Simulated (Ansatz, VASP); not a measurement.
## One calculation of As2Se, two programs

```
As Se
1.0
    -6.66964    6.66964    5.01452
     6.66964   -6.66964    5.01452
     6.66964    6.66964   -5.01452
As Se
4 2
Direct
  0.87500 0.12500 0.75000
  0.37500 0.12500 0.25000
  0.87500 0.62500 0.75000
  0.87500 0.12500 0.25000
  0.50000 0.50000 0.00000
  0.25000 0.75000 0.50000
```

Alike in both runs: task single point; functional PBEsol; k mesh 4 × 4 × 4; occupations gaussian, width 0.1 eV; no spin polarisation.

```csv
,VASP,Ansatz
version,VASP 6.6.1,Ansatz 0.2.0
potentials or method,"VASP PAW PBE potentials, release 64 (As, Se), cutoff 520 eV","scalar-relativistic, plane waves, PAW"
valence electrons in the cell,32,92
```

```csv
,VASP,Ansatz,Ansatz less VASP
gap on the k mesh at the Fermi level (eV),none,none,-
pressure (GPa),-0.9,-0.9,0.00
"traceless stress, the component that is largest in VASP (GPa)",-0.25,-0.25,0.000
```

VASP's potentials were made for PBE, not for PBEsol. A gap of «none» marks a metal or a gap that the smearing closes. VASP's potentials hold 32 valence electrons a cell and Ansatz's 92, so a difference there can come from the potentials and not from the codes.
